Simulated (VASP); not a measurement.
Input of a VASP 6.6.1 run:

Contents of INCAR:

```
SYSTEM = VH
  PREC = Accurate
  ENCUT = 520
  EDIFF = 1E-6
  ISMEAR = 1
  SIGMA = 0.1
  LREAL = .False.
  LASPH = .True.
  NELM = 150
  ALGO = Normal
  ISIF = 2
  LWAVE = .False.
  LCHARG = .False.
  ISPIN = 2
  MAGMOM = 1.5 0
  LORBIT = 11
  LMAXMIX = 4
  GGA = PS
  NBANDS = 18
```

The input KPOINTS:

```
Automatic mesh
0
Gamma
  9 9 9
  0 0 0
```

Contents of POSCAR:

```
VH
1.0
    2.4830463796      0.0000000000      0.0000000000
    0.0000000000      2.4830463796      0.0000000000
    0.0000000000      0.0000000000      2.4830463796
V H
1 1
Direct
    0.0000000000      0.0000000000      0.0000000000
    0.5000000000      0.5000000000      0.5000000000
```

Potentials or basis: VASP PAW PBE potentials, release 64 (V_sv, H).

Run with:

```bash
$ cat potpaw_PBE.64/V_sv/POTCAR potpaw_PBE.64/H/POTCAR > POTCAR
$ mpirun -np 1 vasp_std > vasp.out
```

(1) Predict the net moment.

(2) Estimate the band gap on the k mesh.

(3) What does it give for the pressure?

## Answers

(1) 0.00 μB per cell.

(2) zero (filled and empty bands overlap).

(3) 0.4 GPa.

Caveat: the PAW data sets were made with another functional, which shifts forces and pressure a little.
